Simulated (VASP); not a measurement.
# B6P7 in VASP: a series of runs

B6P7 is run at these levels: PBE; tasks: single point.

Everything below comes from runs of VASP 6.6.1. Logs are shortened: lines on timing, memory, paths and dates and some standing lists are left out, and cuts for length are marked.

### 1 The cell of the first run

The cell holds a disordered packing, 26 atoms: a = 7.029 Å, b = 7.281 Å, c = 7.183 Å, α = 88.49°, β = 89.27°, γ = 82.55°.

### 2 Single point, PBE

File INCAR:

```
SYSTEM = B6P7
ALGO = Normal
EDIFF = 1E-6
ENCUT = 420
GGA = PE
GGA_COMPAT = .FALSE.
ISIF = 2
ISMEAR = -1
ISYM = -1
LASPH = .TRUE.
LCHARG = .FALSE.
LREAL = Auto
LWAVE = .FALSE.
NBANDS = 72
NELM = 120
PREC = Accurate
SIGMA = 0.1379
```

File KPOINTS:

```
explicit points
1
Reciprocal
  0.25000000   0.25000000   0.25000000 1
```

File POSCAR:

```
B6P7
1.0
    7.0133910000      0.4643600000      0.0424130000
    0.4643600000      7.2659330000      0.0942560000
    0.0424130000      0.0942560000      7.1824730000
P B
14 12
Direct
    0.8986886664      0.1426854999      0.2204172509
    0.8468708868      0.4633584678      0.1581167586
    0.7209865972      0.2141675838      0.6491931422
    0.1803500827      0.0894168890      1.0241842515
    0.7422336418      0.4334600671      0.8732874363
    0.4479115236      0.8266005565      0.6034262386
    0.2083088075      0.9462959617      0.3218327345
    0.1824758653      0.6341166382      0.3720558857
    0.8236700199      0.9561475590      0.7747250897
    0.3264940196      0.3271838732      0.0604219975
    0.2146558203      0.2221503343      0.5081477927
    0.2000002433      0.6046223462      0.8553665438
    0.4960246250      0.5387794994      0.3211918662
    0.7166716031      0.8487429687      0.5360277289
    0.5798378337      0.8382123292      0.8489208100
    0.5327852345      0.7695915988      0.2535844345
    0.4839426283      0.6592910905      0.8247168350
    0.5480611514      0.2672568826      0.8986029627
    0.5609682431      0.8874738656      0.0702145232
    0.3864353848      0.1833991792      0.3249312100
    0.0791586400      0.6368694789      0.1241080718
    0.7226014449      0.9762019462      0.2235492447
    0.5538554260      0.1266951606      0.1774968804
    0.4493736041      0.0433754856      0.9346513823
    0.2329835165      0.4824949717      0.6134000676
    0.4427702917      0.5569455396      0.5933225680
```

Potentials or basis: VASP PAW PBE potentials, release 64 (P, B).

Run with:

```sh
$ cat potpaw_PBE.64/P/POTCAR potpaw_PBE.64/B/POTCAR > POTCAR
$ mpirun -np 1 vasp_std > vasp.out
```

OUTCAR:

```text
SYSTEM = B6P7
   EDIFF = 1E-6
   ENCUT = 420
   GGA = PE
   ISIF = 2
   ISMEAR = -1
   ISYM = -1
   LASPH = .TRUE.
   LREAL = Auto
   NELM = 120
   PREC = Accurate

 ion  position               nearest neighbor table
   1  0.899  0.143  0.220-  22 1.84   2 2.35   4 2.41  23 2.47   7 2.55
   2  0.847  0.463  0.158-  21 2.20   5 2.21   1 2.35  13 2.71
   3  0.721  0.214  0.649-   9 2.11  18 2.17   5 2.32  14 2.81
   4  0.180  0.089  0.024-  24 1.98  10 2.15   7 2.35   1 2.41
   5  0.742  0.433  0.873-  18 1.94   2 2.21  17 2.31   3 2.32
   6  0.448  0.827  0.603-  14 1.97  26 1.97  17 1.98  15 2.01   7 2.70  13 2.94
   7  0.208  0.946  0.322-  20 2.26   8 2.32   4 2.35  11 2.45  16 2.52   1 2.55   6 2.70
   8  0.182  0.634  0.372-  21 1.93  25 2.04  13 2.25   7 2.32  26 2.44
   9  0.824  0.956  0.775-  15 2.07  14 2.09   3 2.11
  10  0.326  0.327  0.060-  18 1.94   4 2.15  20 2.16  23 2.18  24 2.33  12 2.54  13 2.83
  11  0.215  0.222  0.508-  20 1.78  25 2.08   7 2.45
  12  0.200  0.605  0.855-  25 1.97  17 2.09  21 2.11  26 2.52  10 2.54
  13  0.496  0.539  0.321-  16 1.79  26 1.99   8 2.25   2 2.71  10 2.83   6 2.94
  14  0.717  0.849  0.536-   6 1.97   9 2.09  22 2.41  15 2.44  16 2.54   3 2.81
  15  0.580  0.838  0.849-  17 1.56  19 1.64  24 1.77   6 2.01   9 2.07  14 2.44
  16  0.533  0.770  0.254-  19 1.58  13 1.79  22 2.14   7 2.52  14 2.54
  17  0.484  0.659  0.825-  15 1.56  26 1.88   6 1.98  12 2.09   5 2.31
  18  0.548  0.267  0.899-  24 1.86   5 1.94  10 1.94   3 2.17
  19  0.561  0.887  0.070-  16 1.58  24 1.61  15 1.64  22 1.78  23 1.92
  20  0.386  0.183  0.325-  23 1.59  11 1.78  10 2.16   7 2.26
  21  0.079  0.637  0.124-   8 1.93  12 2.11   2 2.20
  22  0.723  0.976  0.224-  23 1.54  19 1.78   1 1.84  16 2.14  14 2.41
  23  0.554  0.127  0.177-  22 1.54  20 1.59  19 1.92  24 2.04  10 2.18   1 2.47
  24  0.449  0.043  0.935-  19 1.61  15 1.77  18 1.86   4 1.98  23 2.04  10 2.33
  25  0.233  0.482  0.613-  26 1.64  12 1.97   8 2.04  11 2.08
  26  0.443  0.557  0.593-  25 1.64  17 1.88   6 1.97  13 1.99   8 2.44  12 2.52

IMPORTANT INFORMATION: All symmetrisations will be switched off!
NOSYMM: (Re-)initialisation of all symmetry stuff for point group C_1.

----------------------------------------------------------------------------------------

                                     Primitive cell

  volume of cell :     364.3900

  direct lattice vectors                    reciprocal lattice vectors
     7.013391000  0.464360000  0.042413000     0.143194064 -0.009142006 -0.000725600
     0.464360000  7.265933000  0.094256000    -0.009142006  0.138235665 -0.001760090
     0.042413000  0.094256000  7.182473000    -0.000725600 -0.001760090  0.139255194

  length of vectors
     7.028874902  7.281366408  7.183216651     0.143487430  0.138548812  0.139268207

  position of ions in fractional coordinates (direct lattice)
     0.898688666  0.142685500  0.220417251
     0.846870887  0.463358468  0.158116759
[... 95 lines left out ...]
   NUPDOWN=      -1.0000    fix difference up-down
   EMIN   =  10.00;   EMAX   =-10.00  energy-range for DOS
   EFERMI =   0.00;   METHOD = LEGACY
   ISMEAR =    -1;   SIGMA  =   0.14  broadening in eV -4-tet -1-fermi 0-gaus
   EFERMI_NEDOS =   21; number of points for ismear=-14 and -15
   IALGO  =     38    algorithm
   IMIX   =      4    mixing-type and parameters
     AMIX     =   0.40;   BMIX     =  1.00
     AMIX_MAG =   1.60;   BMIX_MAG =  1.00
  volume/ion in A,a.u.               =      14.01        94.58
  Fermi-wavevector in a.u.,A,eV,Ry     =   1.084729  2.049841 16.009122  1.176637
  Thomas-Fermi vector in A             =   2.220826
   LORBIT       =      0    0 simple, 1 ext, 2 COOP (PROOUT), +10 PAW based schemes
   GGA     = PE    functional components
   LHFCALC =     F    Hartree Fock is set to
   AEXX    =    0.0000 exact exchange contribution
   IVDW    =     0    specifies the selected vdW correction
   LEPSILON=     F    determine dielectric tensor
   LRPA    =     F    only Hartree local field effects (RPA)
 non-spin polarized calculation
  energy-cutoff  :      420.00
  volume of cell :      364.39
 maximum number of plane-waves:      7122
 NGX is ok and might be reduce to    48
   NGX = 23   NGY = 25   NGZ = 23

 number of electron     106.0000006 magnetization

 Free energy of the ion-electron system (eV)
  ---------------------------------------------------
  ext. energy  EPLUGINS =         0.00000000
  ---------------------------------------------------
  free energy    TOTEN  =      -136.79210414 eV

  energy without entropy =     -136.40047178  energy(sigma->0) =     -136.59628796

 E-fermi :   6.0140     XC(G=0): -10.1216

 val. band max:        5.8023575236   @ k =   0.2500   0.2500   0.2500
 cond. band min:       6.2904412857   @ k =   0.2500   0.2500   0.2500
 fundamental gap:      0.4880837621
 Fermi energy:         6.0139661032

 k-point     1 :       0.2500    0.2500    0.2500
  band No.  band energies     occupation
      1      -9.9144      2.00000
      2      -9.3652      2.00000
      3      -8.3774      2.00000
      4      -7.8420      2.00000
      5      -7.5078      2.00000
      6      -6.9246      2.00000
[... 57 lines left out ...]
     64       8.1038      0.00000
     65       8.4898      0.00000
 [bands above 65 left out]

------------------------ aborting loop because EDIFF is reached ----------------------------------------

  FORCE on cell =-STRESS in cart. coord.  units (eV):
  Direction    XX          YY          ZZ          XY          YZ          ZX
  --------------------------------------------------------------------------------------
  -------------------------------------------------------------------------------------
  Total       16.6201087     16.5761580      5.0473585     -4.1348359     -2.5751275     -1.7831655
  in kB       73.0765448     72.8832990     22.1926058    -18.1803576    -11.3225143     -7.8403564
  external PRESSURE =      56.0508165 kB  Pullay stress =       0.0000000 kB

 VOLUME and BASIS-vectors are now :
 -----------------------------------------------------------------------------
  energy-cutoff  :      420.00
  volume of cell :      364.39
      direct lattice vectors                 reciprocal lattice vectors
     7.013391000  0.464360000  0.042413000     0.143194064 -0.009142006 -0.000725600
     0.464360000  7.265933000  0.094256000    -0.009142006  0.138235665 -0.001760090
     0.042413000  0.094256000  7.182473000    -0.000725600 -0.001760090  0.139255194

 POSITION                                       TOTAL-FORCE (eV/Angst)
 -----------------------------------------------------------------------------------
      6.37846      1.47483      1.63471         0.626929      0.075681      0.212334
      6.16131      3.77489      1.21526         1.018046      0.805638     -0.583355
      5.18355      1.95211      4.71358        -0.782472      0.895292      0.260713
      1.30741      0.73572      0.18978        -1.056525     -1.119390     -0.257075
      5.44390      3.57647      6.34470        -1.125058      0.449496      0.291843
      3.55081      6.27089      4.43100        -3.290944      0.575460      0.226157
[... 18 lines left out ...]
      1.88407      3.67178      4.46109        -1.237405     -0.437439      0.139715
      3.38911      4.30826      4.33280         0.749921      0.754888      0.068309
 -----------------------------------------------------------------------------------
    total drift:                                0.003392      0.000763     -0.001915

  FREE ENERGIE OF THE ION-ELECTRON SYSTEM (eV)
  ---------------------------------------------------
  free  energy   TOTEN  =      -136.7921041403 eV

  energy  without entropy=     -136.4004717756  energy(sigma->0) =     -136.59628796
```

OSZICAR:

```text
N       E                     dE             d eps       ncg     rms          rms(c)
DAV:   1     0.324711005439E+03    0.32471E+03   -0.40186E+04   144   0.108E+03
DAV:   2    -0.118461953539E+03   -0.44317E+03   -0.42425E+03   176   0.205E+02
DAV:   3    -0.149780285326E+03   -0.31318E+02   -0.30362E+02   184   0.514E+01
DAV:   4    -0.150536768644E+03   -0.75648E+00   -0.74394E+00   184   0.846E+00
DAV:   5    -0.150558640444E+03   -0.21872E-01   -0.21837E-01   176   0.147E+00    0.269E+01
DAV:   6    -0.136770326228E+03    0.13788E+02   -0.41972E+01   184   0.259E+01    0.166E+01
DAV:   7    -0.136940790186E+03   -0.17046E+00   -0.15728E+01   168   0.113E+01    0.851E+00
DAV:   8    -0.136797084003E+03    0.14371E+00   -0.12344E+00   176   0.371E+00    0.284E+00
DAV:   9    -0.136789351970E+03    0.77320E-02   -0.20978E-01   176   0.148E+00    0.120E+00
DAV:  10    -0.136791178836E+03   -0.18269E-02   -0.20597E-02   184   0.457E-01    0.570E-01
DAV:  11    -0.136791753261E+03   -0.57443E-03   -0.39158E-03   176   0.203E-01    0.186E-01
DAV:  12    -0.136792028193E+03   -0.27493E-03   -0.75412E-04   168   0.929E-02    0.727E-02
DAV:  13    -0.136792073313E+03   -0.45120E-04   -0.99875E-05   176   0.339E-02    0.397E-02
DAV:  14    -0.136792096802E+03   -0.23489E-04   -0.41611E-05   160   0.204E-02    0.119E-02
DAV:  15    -0.136792102750E+03   -0.59479E-05   -0.81876E-06   168   0.957E-03    0.588E-03
DAV:  16    -0.136792103765E+03   -0.10156E-05   -0.12192E-06   104   0.388E-03    0.303E-03
DAV:  17    -0.136792104140E+03   -0.37497E-06   -0.58358E-07    96   0.250E-03
   1 F= -.13679210E+03 E0= -.13659629E+03  d E =-.391632E+00
```

stdout:

```text
POSCAR found type information on POSCAR P B
 POSCAR found :  2 types and      26 ions
 scaLAPACK will be used
 LDA part: xc-table for (Slater+PW92), standard interpolation
 POSCAR, INCAR and KPOINTS ok, starting setup
 FFT: planning ... GRIDC
 FFT: planning ... GRID_SOFT
 FFT: planning ... GRID
 WAVECAR not read
 entering main loop
```

Run time: 56 s. Hardware: 1 thread of Intel Xeon 8259CL, shared host; peak memory 0.32 GiB.

Results:

```yaml
Free_energy: -136.7921 eV
Pressure: 5.6 GPa
Largest_force: 5.476 eV/Å
```

Forces on the atoms (eV/Å):
```
P    0.627  0.076  0.212
P    1.018  0.806 -0.583
P   -0.782  0.895  0.261
P   -1.057 -1.119 -0.257
P   -1.125  0.449  0.292
P   -3.291  0.575  0.226
P    1.343  0.298 -0.038
P   -0.348  0.055 -0.483
P    1.338 -0.422  0.836
P   -0.462  1.699 -0.330
P   -0.504  0.822  1.414
P    0.879  0.372  1.527
P    0.185 -1.369  1.226
P    3.246 -0.238 -4.404
B    0.913  3.151 -0.242
B    0.052  1.648 -0.157
B   -0.910 -4.068 -0.731
B   -0.462 -1.711  0.764
B    0.834  0.561  2.567
B   -0.670  0.206 -0.074
B   -1.109 -2.684 -0.935
B    1.696 -2.547  1.591
B   -1.457  0.131 -3.001
B    0.532  2.096  0.111
B   -1.237 -0.437  0.140
B    0.750  0.755  0.068
```

Caveat: the atoms stand as in a frame of molecular dynamics.

### 3 Single point, PBE

File INCAR:

```
ALGO = Normal
EDIFF = 1E-6
ENCUT = 420
GGA = PE
GGA_COMPAT = F
ISIF = 2
ISMEAR = -1
ISYM = -1
LASPH = T
LCHARG = F
LREAL = Auto
LWAVE = F
NBANDS = 72
NELM = 120
PREC = Accurate
SIGMA = 0.1379
```

KPOINTS is that of step 2.

File POSCAR:

```
B6P7
1.0
    7.0133910000      0.4643600000      0.0424130000
    0.4643600000      7.2659330000      0.0942560000
    0.0424130000      0.0942560000      7.1824730000
P B
14 12
Direct
    0.9211236855      0.1396876472      0.1753726025
    0.8729926056      0.4352569361      0.0828426625
    0.6817569811      0.2226026725      0.6832798402
    0.2334637969      0.0330765639      1.0770206077
    0.6810654580      0.4177144030      0.8974556371
    0.4459495983      0.8975816324      0.6065379550
    0.2772272174      0.9453410066      0.3545275980
    0.1429561986      0.6413589612      0.3373219598
    0.8383994290      0.9311447924      0.7412490073
    0.2995028028      0.3312689358      0.0446017831
    0.3020103532      0.2556636381      0.5605437017
    0.2379828045      0.6098717407      0.8387168827
    0.5016530228      0.5202597847      0.3534381242
    0.7926605474      0.7757683604      0.4742851196
    0.6405727960      0.8459885303      0.8877062108
    0.5131772402      0.7565325524      0.2837079766
    0.5194975093      0.6689564422      0.8050887757
    0.5555215245      0.2324163022      0.9679462818
    0.6454320403      0.8526748820      0.1349263084
    0.4292783724      0.3138593463      0.3137764513
    0.0490585439      0.5821780230      0.1073742301
    0.8036667328      0.9292306591      0.2736760052
    0.5445144047      0.1035503237      0.2105709651
    0.4891356209      0.0158202209      0.9921099794
    0.2218568782      0.5139731588      0.5958878412
    0.4189879502      0.6145786750      0.5900768073
```

Potentials or basis: VASP PAW PBE potentials, release 64 (P, B).

Run with:

```sh
$ cat potpaw_PBE.64/P/POTCAR potpaw_PBE.64/B/POTCAR > POTCAR
$ mpirun -np 1 vasp_std > vasp.out
```

Wall time 57 s (1 thread of Intel Xeon 8259CL, shared host); peak memory 0.33 GiB.

It converged, with:

| Quantity | Value |
| --- | --- |
| Free energy | -138.7254 eV |
| Pressure | 6.6 GPa |
| Largest force | 7.168 eV/Å |

Forces in eV/Å, atoms in the order of the input:
```
P    0.366 -0.538  0.228
P    1.127 -0.971  3.574
P   -0.304 -0.645 -0.687
P   -1.728  0.822 -0.657
P   -1.567  2.621 -3.399
P    0.641 -1.250  0.323
P   -0.224 -1.724  0.058
P    0.189  0.947  1.156
P    0.566  0.627 -0.257
P   -0.898  1.288  0.383
P    0.145 -0.034 -0.800
P   -0.160 -0.186  1.436
P    1.785  3.539  1.841
P   -0.355  0.132  1.513
B   -1.557 -0.824  0.032
B   -0.132  0.825 -0.258
B    0.212 -1.926  0.291
B   -1.195 -1.582 -0.089
B   -0.803  1.365 -1.022
B   -1.934 -6.642 -1.875
B    2.658  0.098 -0.445
B   -0.771  2.546 -1.500
B    1.122  0.070 -0.787
B    2.181  0.077 -0.047
B   -0.879  0.202  0.077
B    1.518  1.162  0.911
```

Stress tensor (GPa, compression positive):
```
 6.98  5.70  1.07
 5.70  7.87 -3.08
 1.07 -3.08  4.89
```

Levels at points of the mesh, in eV from the Fermi level:
| k point | band 49 | band 50 | band 51 | band 52 | band 53 | band 54 | band 55 | band 56 | band 57 | band 58 |
| --- | --- | --- | --- | --- | --- | --- | --- | --- | --- | --- |
| (0.25, 0.25, 0.25) | -1.21 | -0.94 | -0.77 | -0.40 | -0.15 | 0.22 | 0.28 | 0.59 | 0.87 | 1.01 |

Caveat: the atoms stand as in a frame of molecular dynamics.

### 4 Single point, PBE

File INCAR:

```
SYSTEM = B6P7
  PREC = Accurate
  ENCUT = 420
  EDIFF = 1E-6
  ISMEAR = -1
  SIGMA = 0.1379
  LREAL = Auto
  LASPH = .TRUE.
  NELM = 120
  ALGO = Normal
  ISIF = 2
  LWAVE = .FALSE.
  LCHARG = .TRUE.
  GGA = PE
  LELF = .TRUE.
  LVHAR = .TRUE.
  ISYM = -1
  NBANDS = 72
  GGA_COMPAT = .FALSE.
```

KPOINTS is that of step 3.

File POSCAR:

```
B6P7
1.0
    7.0133910000      0.4643600000      0.0424130000
    0.4643600000      7.2659330000      0.0942560000
    0.0424130000      0.0942560000      7.1824730000
P B
14 12
Direct
    0.9231312097      0.1515403572      0.1895551362
    0.8858401259      0.4366852088      0.1928345100
    0.6315194104      0.2872708351      0.6075582000
    0.1887343557      0.0071029878      1.0414454340
    0.7429749337      0.4460480813      0.7996699043
    0.5157019474      0.8720892166      0.6211363262
    0.2877134073      0.8877982235      0.3186852080
    0.0957041149      0.6574362912      0.3868272928
    0.8408797091      0.9976123283      0.6986903844
    0.2656395291      0.3202868423      0.0372696805
    0.2666050941      0.2447624834      0.5355038781
    0.2713308878      0.6048883880      0.8903973162
    0.5170370219      0.5499852558      0.3410994373
    0.8051245587      0.8238421807      0.4597720289
    0.6831176002      0.9041769066      0.8758772688
    0.5121081033      0.7814597392      0.2387473910
    0.5869212837      0.6753396122      0.8125303217
    0.5359485503      0.2832137267      0.8869246318
    0.6546216458      0.8644010499      0.1049246613
    0.4190185779      0.3100437300      0.2649652401
    0.0922612153      0.5298829018      0.1205432004
    0.7768393769      0.9597557543      0.2561837926
    0.5580140715      0.1121347991      0.2155051013
    0.5386290490      0.0604480769      0.9707449693
    0.2250698607      0.5243046668      0.6095524830
    0.4368003291      0.6208695359      0.5691303411
```

Run with:

```sh
$ cat potpaw_PBE.64/P/POTCAR potpaw_PBE.64/B/POTCAR > POTCAR
$ mpirun -np 1 vasp_std > vasp.out
```

Run time: 58 s. Hardware: 1 thread of Intel Xeon 8259CL, shared host; peak memory 0.33 GiB.

The run converged. Its results:

```
Free energy   : -138.9575 eV
Pressure      : 5.0 GPa
Largest force : 4.366 eV/Å
```

Forces in eV/Å, atoms in the order of the input:
```
P    1.173 -1.382 -0.319
P   -2.871 -0.281  1.136
P   -1.373 -2.357 -0.975
P   -0.074  0.569  0.094
P    0.141  0.122  2.772
P   -0.413 -0.089  0.540
P   -2.308  1.662  0.132
P    0.535  0.104 -0.097
P    1.367  1.300 -0.447
P    1.714 -0.049 -0.736
P    1.318  1.658 -0.728
P   -0.899  0.702 -0.893
P    0.920 -3.078 -0.971
P    0.365 -1.675  2.574
B   -1.465 -3.721 -1.750
B    0.507 -1.212 -0.892
B   -0.548  0.516  0.203
B    0.248 -0.318 -0.066
B   -0.056  1.578 -2.461
B   -0.499 -0.060  1.332
B    2.031  1.987 -0.285
B   -0.681  2.902 -1.081
B    1.243 -0.941 -1.512
B   -0.652  1.853  1.600
B    1.065  0.090  0.309
B   -0.788  0.121  2.523
```

Stress tensor (GPa, compression positive):
```
 5.16 -3.32 -0.27
-3.32  5.70 -3.66
-0.27 -3.66  4.00
```

Levels at points of the mesh, in eV from the Fermi level:
| k point | band 50 | band 51 | band 52 | band 53 | band 54 | band 55 | band 56 | band 57 |
| --- | --- | --- | --- | --- | --- | --- | --- | --- |
| (0.25, 0.25, 0.25) | -0.89 | -0.70 | -0.26 | -0.07 | 0.04 | 0.31 | 0.75 | 0.84 |

Caveat: the atoms stand as in a frame of molecular dynamics.

### 5 The runs side by side

| cell | pressure (GPa) | largest force (eV/Å) |
| --- | --- | --- |
| as given, atomic positions A | 5.6 | 5.48 |
| as given, atomic positions B | 6.6 | 7.17 |
| as given, atomic positions C | 5.0 | 4.37 |

Alike in all rows: task single point; level PBE; potentials or basis VASP PAW PBE potentials, release 64 (P, B); no spin polarisation; k mesh 1 × 1 × 1, shifted; cutoff (eV) 420; smearing fermi-dirac 0.1379 eV.

Caveats: the atoms stand as in a frame of molecular dynamics.

Absolute energies hang on the potentials; compare differences alone.
